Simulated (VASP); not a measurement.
# Ag (I4/mmm) in VASP: further runs

Ag is run at these levels: PBEsol; tasks: single point.

All numbers are computed with VASP 6.6.1; they aren't measurements. Logs are shortened: lines on timing, memory, paths and dates and some standing lists are left out, and cuts for length are marked.

## 1. The cell of the first run

It takes space group I4/mmm (No. 139, tetragonal). Conventional cell: a = 2.889 Å, b = 2.889 Å, c = 4.413 Å, α = 90.00°, β = 90.00°, γ = 90.00°. Within 3.8 Å of Ag (site symmetry 4/mmm) lie 12 Ag at 2.89 to 3.01 Å.

## 2. Single point, PBEsol (strain +0.000 along x and y, +0.080 along z)

INCAR

```
SYSTEM = Ag
PREC = Accurate
ENCUT = 520
EDIFF = 1E-6
ISMEAR = 0
SIGMA = 0.15
LREAL = .FALSE.
LASPH = .TRUE.
NELM = 80
ALGO = Fast
ISIF = 2
LWAVE = .FALSE.
LCHARG = .FALSE.
GGA = PS
NBANDS = 12
```

KPOINTS

```
regular mesh
0
G
  20 20 20
  0 0 0
```

POSCAR

```
Ag
1.0
    0.0000000000      2.0431000000      2.2065480000
    2.0431000000      0.0000000000      2.2065480000
    2.0431000000      2.0431000000      0.0000000000
Ag
1
Direct
    0.0000000000      0.0000000000      0.0000000000
```

Potentials or basis: VASP PAW PBE potentials, release 64 (Ag).

On the command line:

```console
$ cat potpaw_PBE.64/Ag/POTCAR > POTCAR
$ mpirun -np 1 vasp_std > vasp.out
```

OUTCAR:

```text
SYSTEM = Ag
   PREC = Accurate
   ENCUT = 520
   EDIFF = 1E-6
   ISMEAR = 0
   LREAL = .FALSE.
   LASPH = .TRUE.
   NELM = 80
   ISIF = 2
   GGA = PS

 ion  position               nearest neighbor table
   1  0.000  0.000  0.000-

  LATTYP: Found a body centered tetragonal cell.
 ALAT       =     2.8893797293
 C/A-ratio  =     1.5273506474

  Lattice vectors:

 A1 = (  -2.0431000000,   0.0000000000,   2.2065480000)
 A2 = (   2.0431000000,   0.0000000000,   2.2065480000)
 A3 = (   0.0000000000,   2.0431000000,  -2.2065480000)

Analysis of symmetry for initial positions (statically):
=====================================================================
 Subroutine PRICEL returns:
 Original cell was already a primitive cell.

 Routine SETGRP: Setting up the symmetry group for a
 body centered tetragonal supercell.

 Subroutine GETGRP returns: Found 16 space group operations
 (whereof 16 operations were pure point group operations)
 out of a pool of 16 trial point group operations.

The static configuration has the point symmetry D_4h.

Analysis of symmetry for dynamics (positions and initial velocities):
=====================================================================
 Subroutine PRICEL returns:
 Original cell was already a primitive cell.

 Routine SETGRP: Setting up the symmetry group for a
 body centered tetragonal supercell.

 Subroutine GETGRP returns: Found 16 space group operations
 (whereof 16 operations were pure point group operations)
 out of a pool of 16 trial point group operations.

The dynamic configuration has the point symmetry D_4h.

 Subroutine INISYM returns: Found 16 space group operations
 (whereof 16 operations are pure point group operations),
 and found     1 'primitive' translations

----------------------------------------------------------------------------------------

                                     Primitive cell

  volume of cell :      18.4214

  direct lattice vectors                    reciprocal lattice vectors
     0.000000000  2.043100000  2.206548000    -0.244726151  0.244726151  0.226598288
     2.043100000  0.000000000  2.206548000     0.244726151 -0.244726151  0.226598288
     2.043100000  2.043100000  0.000000000     0.244726151  0.244726151 -0.226598288

  length of vectors
     3.007176697  3.007176697  2.889379729     0.413676882  0.413676882  0.413676882

  position of ions in fractional coordinates (direct lattice)
     0.000000000  0.000000000  0.000000000

[... 77 lines left out ...]
   EDIFFG = 0.1E-04   stopping-criterion for IOM
   NSW    =      0    number of steps for IOM
   IBRION =     -1    ionic relax: 0-MD 1-quasi-New 2-CG
   NFREE  =      0    steps in history (QN), initial steepest desc. (CG)
   ISIF   =      2    stress and relaxation
   ISYM   =      2    0-nonsym 1-usesym 2-fastsym
   POTIM  = 0.5000    time-step for ionic-motion
   TEBEG  =    0.0;   TEEND  =   0.0 temperature during run
   PSTRESS=    0.0 pullay stress
   NELECT =      11.0000    total number of electrons
   NUPDOWN=      -1.0000    fix difference up-down
   EMIN   =  10.00;   EMAX   =-10.00  energy-range for DOS
   EFERMI =   0.00;   METHOD = LEGACY
   ISMEAR =     0;   SIGMA  =   0.15  broadening in eV -4-tet -1-fermi 0-gaus
   EFERMI_NEDOS =   21; number of points for ismear=-14 and -15
   IALGO  =     68    algorithm
   IMIX   =      4    mixing-type and parameters
     AMIX     =   0.40;   BMIX     =  1.00
     AMIX_MAG =   1.60;   BMIX_MAG =  1.00
  volume/ion in A,a.u.               =      18.42       124.31
  Fermi-wavevector in a.u.,A,eV,Ry     =   1.378579  2.605136 25.857584  1.900479
  Thomas-Fermi vector in A             =   2.503627
   LORBIT       =      0    0 simple, 1 ext, 2 COOP (PROOUT), +10 PAW based schemes
   GGA     = PS    functional components
   LHFCALC =     F    Hartree Fock is set to
   AEXX    =    0.0000 exact exchange contribution
   IVDW    =     0    specifies the selected vdW correction
   LEPSILON=     F    determine dielectric tensor
   LRPA    =     F    only Hartree local field effects (RPA)
 non-spin polarized calculation
 RMM-DIIS sequential band-by-band and
 Gauss-broadening in eV      SIGMA  =   0.15
  energy-cutoff  :      520.00
  volume of cell :       18.42
 maximum number of plane-waves:       517
   NGX = 11   NGY = 11   NGZ = 11

 number of electron      11.0000003 magnetization

 Free energy of the ion-electron system (eV)
  ---------------------------------------------------
  ext. energy  EPLUGINS =         0.00000000
  ---------------------------------------------------
  free energy    TOTEN  =        -3.24863391 eV

  energy without entropy =       -3.24611627  energy(sigma->0) =       -3.24737509

 E-fermi :   7.2059     XC(G=0): -11.9558

 val. band max:        7.1755683354   @ k =   0.5000   0.4000   0.1000
 cond. band min:       7.2090805765   @ k =   0.4000   0.0000   0.4000
 fundamental gap:      0.0335122411
 Fermi energy:         7.2058903910

 k-point     1 :       0.0000    0.0000    0.0000
  band No.  band energies     occupation
      1      -0.0714      2.00000
      2       2.4035      2.00000
      3       2.8610      2.00000
      4       2.8610      2.00000
      5       3.3616      2.00000
      6       3.8254      2.00000
      7      23.0839      0.00000
      8      25.6221      0.00000
      9      26.3799      0.00000
     10      26.3799      0.00000
     11      30.7201      0.00000
     12      31.2211      0.00000
[... 331 lines left out ...]
 k-point    24 :      -0.3500    0.0500    0.0000
  band No.  band energies     occupation
      1       1.4022      2.00000
      2       2.5547      2.00000
      3       2.9787      2.00000
      4       3.9350      2.00000
      5       3.9743      2.00000
      6       5.1106      2.00000
      7      13.4539      0.00000
      8      21.5550      0.00000
      9      24.3136      0.00000
     10      26.2383      0.00000
     11      28.6479      0.00000
     12      29.6878      0.00000

 [... further k-points ...]
[... 5 lines left out ...]
  --------------------------------------------------------------------------------------
  -------------------------------------------------------------------------------------
  Total       -0.9088282     -0.9088282     -1.2366325      0.0000000     -0.0000000     -0.0000000
  in kB      -79.0441528    -79.0441528   -107.5545051      0.0000000     -0.0000000     -0.0000000
  external PRESSURE =     -88.5476036 kB  Pullay stress =       0.0000000 kB

 VOLUME and BASIS-vectors are now :
 -----------------------------------------------------------------------------
  energy-cutoff  :      520.00
  volume of cell :       18.42
      direct lattice vectors                 reciprocal lattice vectors
     0.000000000  2.043100000  2.206548000    -0.244726151  0.244726151  0.226598288
     2.043100000  0.000000000  2.206548000     0.244726151 -0.244726151  0.226598288
     2.043100000  2.043100000  0.000000000     0.244726151  0.244726151 -0.226598288

 POSITION                                       TOTAL-FORCE (eV/Angst)
 -----------------------------------------------------------------------------------
      0.00000      0.00000      0.00000         0.000000      0.000000      0.000000
 -----------------------------------------------------------------------------------
    total drift:                               -0.000000      0.000000      0.000000

  FREE ENERGIE OF THE ION-ELECTRON SYSTEM (eV)
  ---------------------------------------------------
  free  energy   TOTEN  =        -3.2486339064 eV

  energy  without entropy=       -3.2461162713  energy(sigma->0) =       -3.24737509
```

OSZICAR:

```text
N       E                     dE             d eps       ncg     rms          rms(c)
DAV:   1     0.516431360308E+02    0.51643E+02   -0.54423E+03 15440   0.820E+02
DAV:   2    -0.274522241543E+01   -0.54388E+02   -0.51249E+02 17780   0.190E+02
DAV:   3    -0.356724366284E+01   -0.82202E+00   -0.82154E+00 18256   0.251E+01
DAV:   4    -0.356975722981E+01   -0.25136E-02   -0.25135E-02 17680   0.145E+00
DAV:   5    -0.356977802322E+01   -0.20793E-04   -0.20794E-04 18248   0.118E-01    0.461E+00
RMM:   6    -0.325807814928E+01    0.31170E+00   -0.51994E-01 15497   0.643E+00    0.279E+00
RMM:   7    -0.325181010429E+01    0.62680E-02   -0.84874E-03 17158   0.104E+00    0.169E+00
RMM:   8    -0.324865079067E+01    0.31593E-02   -0.59352E-04 17795   0.252E-01    0.194E-01
RMM:   9    -0.324863514210E+01    0.15649E-04   -0.96070E-05 18579   0.835E-02    0.532E-02
RMM:  10    -0.324863336697E+01    0.17751E-05   -0.16109E-05 18384   0.318E-02    0.151E-02
RMM:  11    -0.324863390638E+01   -0.53941E-06   -0.43481E-06 15553   0.133E-02
   1 F= -.32486339E+01 E0= -.32473751E+01  d E =-.251764E-02
```

Wall time 57 s (1 thread of Intel Xeon Platinum 8375C at 2.90GHz (Ice Lake), shared host); peak memory 0.25 GiB.

What came out:

| Quantity | Value |
| --- | --- |
| Free energy | -3.2486 eV |
| Pressure | -8.9 GPa |

Caveat: the cell differs from its parent crystal (strain +0.000 along x and y, +0.080 along z); the PAW data sets were made with another functional, which shifts forces and pressure a little.

## 3. Single point, PBEsol (strain +0.040 along x and y, +0.000 along z)

INCAR

```
SYSTEM = Ag
PREC = Accurate ; ENCUT = 520
EDIFF = 1E-6 ; ISMEAR = 0
SIGMA = 0.15 ; LREAL = .FALSE.
LASPH = .TRUE. ; NELM = 80
ALGO = Fast ; ISIF = 2
LWAVE = .FALSE. ; LCHARG = .TRUE.
GGA = PS ; LELF = .TRUE.
LVHAR = .TRUE. ; NBANDS = 12
```

KPOINTS is that of step 2.

POSCAR

```
Ag
1.0
    0.0000000000      2.1248240000      2.0431000000
    2.1248240000      0.0000000000      2.0431000000
    2.1248240000      2.1248240000      0.0000000000
Ag
1
Direct
    0.0000000000      0.0000000000      0.0000000000
```

Potentials or basis: VASP PAW PBE potentials, release 64 (Ag).

On the command line:

```console
$ cat potpaw_PBE.64/Ag/POTCAR > POTCAR
$ mpirun -np 1 vasp_std > vasp.out
```

Wall time 57 s (1 thread of Intel Xeon Platinum 8375C at 2.90GHz (Ice Lake), shared host); peak memory 0.25 GiB.

Results (log left out):

```yaml
Free_energy: -3.2534 eV
Pressure: -9.1 GPa
```

Stress tensor (GPa, compression positive):
```
-9.45  0.00  0.00
 0.00 -9.45  0.00
 0.00  0.00 -8.40
```

Levels at points of the mesh, in eV from the Fermi level:
```
           k point  band 4  band 5  band 6  band 7  band 8  band 9
(0.00, 0.00, 0.00)   -4.34   -3.69   -3.47   15.83   18.79   18.79
(0.50, 0.00, 0.00)   -2.93   -2.83   -0.23    3.19   14.93   16.57
(0.50, 0.50, 0.00)   -2.69   -2.69    2.07    6.76    9.78    9.78
(0.50, 0.00, 0.50)   -2.78   -2.63    1.43    5.84   10.45   10.47
```

Caveat: the cell differs from its parent crystal (strain +0.040 along x and y, +0.000 along z); the PAW data sets were made with another functional, which shifts forces and pressure a little.
